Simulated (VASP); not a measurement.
# ZnSe (F-43m) in VASP: notebook

Runs on ZnSe. Level: LDA. Tasks: single point.

Everything below comes from runs of VASP 6.6.1. Logs are shortened: lines on timing, memory, paths and dates and some standing lists are left out, and cuts for length are marked.

## (1) The cell of the first run

It takes space group F-43m (No. 216, cubic). Conventional cell: a = 5.677 Å, b = 5.677 Å, c = 5.677 Å, α = 90.00°, β = 90.00°, γ = 90.00°. Within 3.2 Å of Zn (site symmetry -43m) lie 4 Se at 2.46 Å. Se (site symmetry -43m) has 4 Zn at 2.46 Å within 3.2 Å.

## (2) Single point, LDA (22.86 Å³/atom)

File INCAR:

```
PREC     = Accurate       # precision mode
ENCUT    = 500            # plane-wave cutoff, eV
EDIFF    = 1E-6           # SCF threshold, eV
ISMEAR   = 0              # smearing method
SIGMA    = 0.02           # smearing width, eV
LREAL    = False          # projectors in reciprocal space
LASPH    = True           # aspherical terms in the spheres
NELM     = 120            # most SCF steps
ALGO     = Normal         # electronic algorithm
ISIF     = 2              # what is computed and relaxed
LWAVE    = False          # write WAVECAR
LCHARG   = False          # write CHGCAR
NBANDS   = 16             # bands
GGA_COMPAT= False
```

File KPOINTS:

```
Automatic mesh
0
Gamma
  8 8 8
```

File POSCAR:

```
ZnSe
1.0
    0.0000000000      2.8382697530      2.8382697530
    2.8382697530      0.0000000000      2.8382697530
    2.8382697530      2.8382697530      0.0000000000
Zn Se
1 1
Direct
    0.0000000000      0.0000000000      0.0000000000
    0.2500000000      0.2500000000      0.2500000000
```

Potentials or basis: VASP PAW LDA potentials, release 64 (Zn, Se).

On the command line:

```bash
$ cat potpaw_LDA.64/Zn/POTCAR potpaw_LDA.64/Se/POTCAR > POTCAR
$ mpirun -np 1 vasp_std > vasp.out
```

OUTCAR:

```text
PREC = Accurate
   ENCUT = 500
   EDIFF = 1E-6
   ISMEAR = 0
   LREAL = False
   LASPH = True
   NELM = 120
   ISIF = 2

 ion  position               nearest neighbor table
   1  0.000  0.000  0.000-   2 2.46   2 2.46   2 2.46   2 2.46
   2  0.250  0.250  0.250-   1 2.46   1 2.46   1 2.46   1 2.46

  LATTYP: Found a face centered cubic cell.
 ALAT       =     5.6765395060

  Lattice vectors:

 A1 = (   0.0000000000,   2.8382697530,   2.8382697530)
 A2 = (   2.8382697530,   0.0000000000,   2.8382697530)
 A3 = (   2.8382697530,   2.8382697530,   0.0000000000)

Analysis of symmetry for initial positions (statically):
=====================================================================
 Subroutine PRICEL returns:
 Original cell was already a primitive cell.

 Routine SETGRP: Setting up the symmetry group for a
 face centered cubic supercell.

 Subroutine GETGRP returns: Found 24 space group operations
 (whereof 24 operations were pure point group operations)
 out of a pool of 48 trial point group operations.

The static configuration has the point symmetry T_d .

Analysis of symmetry for dynamics (positions and initial velocities):
=====================================================================
 Subroutine PRICEL returns:
 Original cell was already a primitive cell.

 Routine SETGRP: Setting up the symmetry group for a
 face centered cubic supercell.

 Subroutine GETGRP returns: Found 24 space group operations
 (whereof 24 operations were pure point group operations)
 out of a pool of 48 trial point group operations.

The dynamic configuration has the point symmetry T_d .

 Subroutine INISYM returns: Found 24 space group operations
 (whereof 24 operations are pure point group operations),
 and found     1 'primitive' translations

----------------------------------------------------------------------------------------

                                     Primitive cell

  volume of cell :      45.7289

  direct lattice vectors                    reciprocal lattice vectors
     0.000000000  2.838269753  2.838269753    -0.176163664  0.176163664  0.176163664
     2.838269753  0.000000000  2.838269753     0.176163664 -0.176163664  0.176163664
     2.838269753  2.838269753  0.000000000     0.176163664  0.176163664 -0.176163664

  length of vectors
     4.013919578  4.013919578  4.013919578     0.305124417  0.305124417  0.305124417

  position of ions in fractional coordinates (direct lattice)
     0.000000000  0.000000000  0.000000000
     0.250000000  0.250000000  0.250000000

  ion indices of the primitive-cell ions
   primitive index   ion index
                 1           1
                 2           2

----------------------------------------------------------------------------------------

 KPOINTS: Automatic mesh

Automatic generation of k-mesh.
 Grid dimensions read from file:
 generate k-points for:    8    8    8

 Generating k-lattice:

  Cartesian coordinates                     Fractional coordinates (reciprocal lattice)
    -0.022020458  0.022020458  0.022020458     0.125000000  0.000000000  0.000000000
     0.022020458 -0.022020458  0.022020458     0.000000000  0.125000000  0.000000000
     0.022020458  0.022020458 -0.022020458     0.000000000  0.000000000  0.125000000

  Length of vectors
     0.038140552  0.038140552  0.038140552

  Shift w.r.t. Gamma in fractional coordinates (k-lattice)
     0.000000000  0.000000000  0.000000000

 Subroutine IBZKPT returns following result:
 ===========================================

 Found     29 irreducible k-points:

 Following reciprocal coordinates:
            Coordinates               Weight
  0.000000  0.000000  0.000000      1.000000
  0.125000  0.000000  0.000000      8.000000
  0.250000  0.000000  0.000000      8.000000
  0.375000  0.000000  0.000000      8.000000
  0.500000  0.000000  0.000000      4.000000
  0.125000  0.125000  0.000000      6.000000
[... 16 lines left out ...]
  0.500000  0.250000  0.125000     48.000000
 -0.375000  0.250000  0.125000     24.000000
 [... further k-points ...]
   k-points           NKPTS =     29   k-points in BZ     NKDIM =     29   number of bands    NBANDS=     16
   number of dos      NEDOS =    301   number of ions     NIONS =      2
   total plane-waves  NPLWV =  27000
   dimension x,y,z NGX =    30 NGY =   30 NGZ =   30
   dimension x,y,z NGXF=    60 NGYF=   60 NGZF=   60
   ions per type =               1   1
   NGX,Y,Z   is equivalent  to a cutoff of  12.43, 12.43, 12.43 a.u.
   NGXF,Y,Z  is equivalent  to a cutoff of  24.85, 24.85, 24.85 a.u.
 SYSTEM =  unknown system
   PREC   = accura    normal or accurate (medium, high low for compatibility)
   ISTART =      0    job   : 0-new  1-cont  2-samecut
   ICHARG =      2    charge: 1-file 2-atom 10-const
   ISPIN  =      1    spin polarized calculation?
   LNONCOLLINEAR =      F non collinear calculations
   LSORBIT =      F    spin-orbit coupling
   LASPH  =      T    aspherical Exc in radial PAW
   ENCUT  =  500.0 eV  36.75 Ry    6.06 a.u.   7.32  7.32  7.32*2*pi/ulx,y,z
   NELM   =    120;   NELMIN=  2; NELMDL= -5     # of ELM steps
   EDIFF  = 0.1E-05   stopping-criterion for ELM
   LREAL  =      F    real-space projection
   EDIFFG = 0.1E-04   stopping-criterion for IOM
   NSW    =      0    number of steps for IOM
   IBRION =     -1    ionic relax: 0-MD 1-quasi-New 2-CG
   NFREE  =      0    steps in history (QN), initial steepest desc. (CG)
   ISIF   =      2    stress and relaxation
   ISYM   =      2    0-nonsym 1-usesym 2-fastsym
   POTIM  = 0.5000    time-step for ionic-motion
   TEBEG  =    0.0;   TEEND  =   0.0 temperature during run
   PSTRESS=    0.0 pullay stress
   NELECT =      18.0000    total number of electrons
   NUPDOWN=      -1.0000    fix difference up-down
   EMIN   =  10.00;   EMAX   =-10.00  energy-range for DOS
   EFERMI =   0.00;   METHOD = LEGACY
   ISMEAR =     0;   SIGMA  =   0.02  broadening in eV -4-tet -1-fermi 0-gaus
   EFERMI_NEDOS =   21; number of points for ismear=-14 and -15
   IALGO  =     38    algorithm
   IMIX   =      4    mixing-type and parameters
     AMIX     =   0.40;   BMIX     =  1.00
     AMIX_MAG =   1.60;   BMIX_MAG =  1.00
  volume/ion in A,a.u.               =      22.86       154.30
  Fermi-wavevector in a.u.,A,eV,Ry     =   1.199781  2.267257 19.585241  1.439475
  Thomas-Fermi vector in A             =   2.335635
   LORBIT       =      0    0 simple, 1 ext, 2 COOP (PROOUT), +10 PAW based schemes
   GGA     = CA    functional components
   LHFCALC =     F    Hartree Fock is set to
   AEXX    =    0.0000 exact exchange contribution
   IVDW    =     0    specifies the selected vdW correction
   LEPSILON=     F    determine dielectric tensor
   LRPA    =     F    only Hartree local field effects (RPA)
 non-spin polarized calculation
 Gauss-broadening in eV      SIGMA  =   0.02
  energy-cutoff  :      500.00
  volume of cell :       45.73
 maximum number of plane-waves:      1211
 NGX is ok and might be reduce to    30
   NGX = 15   NGY = 15   NGZ = 15

 number of electron      18.0000013 magnetization

 Free energy of the ion-electron system (eV)
  ---------------------------------------------------
  ext. energy  EPLUGINS =         0.00000000
  ---------------------------------------------------
  free energy    TOTEN  =        -7.34604788 eV

  energy without entropy =       -7.34604788  energy(sigma->0) =       -7.34604788

 E-fermi :   1.5493     XC(G=0):  -9.6780

 val. band max:        1.4661517335   @ k =   0.0000   0.0000   0.0000
 cond. band min:       2.5155879036   @ k =   0.0000   0.0000   0.0000
 fundamental gap:      1.0494361701
 Fermi energy:         1.5493034371

 k-point     1 :       0.0000    0.0000    0.0000
  band No.  band energies     occupation
      1     -11.7935      2.00000
      2      -5.1935      2.00000
      3      -5.1935      2.00000
      4      -5.1935      2.00000
      5      -4.8385      2.00000
      6      -4.8385      2.00000
[... 8 lines left out ...]
     15      12.9304      0.00000
     16      12.9304      0.00000

 k-point     2 :       0.1250    0.0000    0.0000
  band No.  band energies     occupation
      1     -11.6931      2.00000
      2      -5.1861      2.00000
      3      -5.1781      2.00000
      4      -5.1781      2.00000
      5      -4.8399      2.00000
      6      -4.8399      2.00000
[... 8 lines left out ...]
     15      12.0923      0.00000
     16      12.0923      0.00000

 k-point     3 :       0.2500    0.0000    0.0000
  band No.  band energies     occupation
      1     -11.4326      2.00000
      2      -5.1444      2.00000
      3      -5.1444      2.00000
      4      -5.1294      2.00000
      5      -4.8385      2.00000
      6      -4.8385      2.00000
[... 8 lines left out ...]
     15      11.8410      0.00000
     16      11.9260      0.00000

 k-point     4 :       0.3750    0.0000    0.0000
  band No.  band energies     occupation
      1     -11.1402      2.00000
      2      -5.1175      2.00000
      3      -5.1175      2.00000
      4      -4.9358      2.00000
      5      -4.8282      2.00000
      6      -4.8282      2.00000
[... 8 lines left out ...]
     15      12.9443      0.00000
     16      12.9443      0.00000
[... 324 lines left out ...]
 k-point    22 :       0.3750    0.2500    0.1250
  band No.  band energies     occupation
      1     -11.2289      2.00000
      2      -5.1487      2.00000
      3      -5.0946      2.00000
      4      -5.0659      2.00000
      5      -4.8523      2.00000
      6      -4.8142      2.00000
[... 8 lines left out ...]
     15      13.6279      0.00000
     16      14.6841      0.00000

 k-point    23 :       0.5000    0.2500    0.1250
  band No.  band energies     occupation
      1     -10.9850      2.00000
      2      -5.1000      2.00000
      3      -5.0712      2.00000
      4      -4.9410      2.00000
      5      -4.8264      2.00000
      6      -4.7707      2.00000
[... 8 lines left out ...]
     15      13.8849      0.00000
     16      14.9795      0.00000

 k-point    24 :      -0.3750    0.2500    0.1250
  band No.  band energies     occupation
      1     -10.8766      2.00000
      2      -5.0929      2.00000
      3      -5.0573      2.00000
      4      -4.8694      2.00000
      5      -4.8314      2.00000
      6      -4.6281      2.00000
[... 8 lines left out ...]
     15      14.0512      0.00000
     16      14.8594      0.00000

 [... further k-points ...]

------------------------ aborting loop because EDIFF is reached ----------------------------------------

  FORCE on cell =-STRESS in cart. coord.  units (eV):
  Direction    XX          YY          ZZ          XY          YZ          ZX
  --------------------------------------------------------------------------------------
  -------------------------------------------------------------------------------------
  Total       -0.9598837     -0.9598837     -0.9598837      0.0000000      0.0000000     -0.0000000
  in kB      -33.6308783    -33.6308783    -33.6308783      0.0000000      0.0000000     -0.0000000
  external PRESSURE =     -33.6308783 kB  Pullay stress =       0.0000000 kB

 VOLUME and BASIS-vectors are now :
 -----------------------------------------------------------------------------
  energy-cutoff  :      500.00
  volume of cell :       45.73
      direct lattice vectors                 reciprocal lattice vectors
     0.000000000  2.838269753  2.838269753    -0.176163664  0.176163664  0.176163664
     2.838269753  0.000000000  2.838269753     0.176163664 -0.176163664  0.176163664
     2.838269753  2.838269753  0.000000000     0.176163664  0.176163664 -0.176163664

 POSITION                                       TOTAL-FORCE (eV/Angst)
 -----------------------------------------------------------------------------------
      0.00000      0.00000      0.00000         0.000000     -0.000000     -0.000000
      1.41913      1.41913      1.41913        -0.000000      0.000000      0.000000
 -----------------------------------------------------------------------------------
    total drift:                               -0.000001     -0.000001     -0.000001

  FREE ENERGIE OF THE ION-ELECTRON SYSTEM (eV)
  ---------------------------------------------------
  free  energy   TOTEN  =        -7.3460478772 eV

  energy  without entropy=       -7.3460478772  energy(sigma->0) =       -7.34604788
```

Run time: 16 s. Hardware: 1 thread of Intel Xeon Platinum 8488C (Sapphire Rapids), shared host; peak memory 0.15 GiB.

What came out:

```
Free energy            : -7.3460 eV
Pressure               : -3.4 GPa
Band gap on the k mesh : 1.05 eV
```

Caveat: the cell stands under tension.

## (3) Single point, LDA (23.51 Å³/atom)

This run uses another cell than the first one, of 23.51 Å³/atom.

File INCAR:

```
SYSTEM = ZnSe
PREC = Accurate
ENCUT = 500
EDIFF = 1E-6
ISMEAR = 0
SIGMA = 0.02
LREAL = .FALSE.
LASPH = .TRUE.
NELM = 120
ALGO = Normal
ISIF = 2
LWAVE = .FALSE.
LCHARG = .FALSE.
NBANDS = 16
GGA_COMPAT = .FALSE.
```

File KPOINTS:

```
Automatic mesh
0
G
  8 8 8
  0 0 0
```

File POSCAR:

```
ZnSe
1.0
    0.0000000000      2.8647971761      2.8647971761
    2.8647971761      0.0000000000      2.8647971761
    2.8647971761      2.8647971761      0.0000000000
Zn Se
1 1
Direct
    0.0000000000      0.0000000000      0.0000000000
    0.2500000000      0.2500000000      0.2500000000
```

Potentials or basis: VASP PAW LDA potentials, release 64 (Zn, Se).

On the command line:

```bash
$ cat potpaw_LDA.64/Zn/POTCAR potpaw_LDA.64/Se/POTCAR > POTCAR
$ mpirun -np 1 vasp_std > vasp.out
```

It took 14 s on 1 thread of Intel Xeon Platinum 8488C (Sapphire Rapids), shared host; peak memory 0.15 GiB.

The run converged. Its results:

| Item | Value |
| --- | --- |
| Free energy | -7.3129 eV |
| Pressure | -4.8 GPa |
| Band gap on the k mesh | 0.94 eV |

Levels at points of the mesh, in eV from the valence-band top:
| k point | band 7 | band 8 | band 9 | band 10 | band 11 | band 12 |
| --- | --- | --- | --- | --- | --- | --- |
| (0.00, 0.00, 0.00) | 0.00 | 0.00 | 0.00 | 0.94 | 5.71 | 5.71 |
| (0.50, 0.00, 0.00) | -5.09 | -0.83 | -0.83 | 2.31 | 6.29 | 6.29 |
| (0.50, 0.50, 0.00) | -4.69 | -2.09 | -2.09 | 2.88 | 3.32 | 10.28 |

Caveat: the cell stands under tension.
